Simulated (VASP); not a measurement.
Wanted: the native input for a VASP 6.6.1 run.

| Item | Value |
| --- | --- |
| Task | single point |
| Functional | PBEsol |
| Potentials or basis | VASP PAW PBE potentials, release 64 (Hf_pv, B) |
| Cutoff | 520 eV |
| k mesh | 13 × 13 × 11 |
| Occupations | fermi-dirac, width 0.05 eV |
| Spin | no spin polarisation |
| Dipole correction | no |
| Further INCAR settings | ALGO = Normal; EDIFF = 1e-06; NBANDS = 15 |

The structure of HfB2 lies in POSCAR:

```
HfB2
1.0
    3.1504320712      0.0000000000      0.0000000000
   -1.5752160356      2.7283542065      0.0000000000
    0.0000000000      0.0000000000      3.4915615467
Hf B
1 2
Direct
    0.0000000000      0.0000000000      0.0000000000
    0.3333333333      0.6666666667      0.5000000000
    0.6666666667      0.3333333333      0.5000000000
```

One way to write it, as run:

INCAR

```
ALGO = Normal ; EDIFF = 1E-6
ENCUT = 520 ; GGA = PS
ISIF = 2 ; ISMEAR = -1
LASPH = True ; LCHARG = False
LREAL = False ; LWAVE = False
NBANDS = 15 ; NELM = 100
PREC = Accurate ; SIGMA = 0.05
```

KPOINTS

```
k-points
0
Gamma
  13 13 11
```

Potentials or basis: VASP PAW PBE potentials, release 64 (Hf_pv, B).

Launch:

```bash
$ cat potpaw_PBE.64/Hf_pv/POTCAR potpaw_PBE.64/B/POTCAR > POTCAR
$ mpirun -np 1 vasp_std > vasp.out
```

It gave:

```yaml
Pressure: -6.9 GPa
Band_gap_on_the_k_mesh: zero (bands 8 and 9 overlap by 1.01 eV)
```

Caveat: the cell stands under tension; the PAW data sets were made with another functional, which shifts forces and pressure a little; spin-orbit coupling is left out, which moves the levels of the heavy elements.

It took 81 s on 1 thread of Intel Xeon 8259CL, on a shared host, peak memory 0.19 GiB.
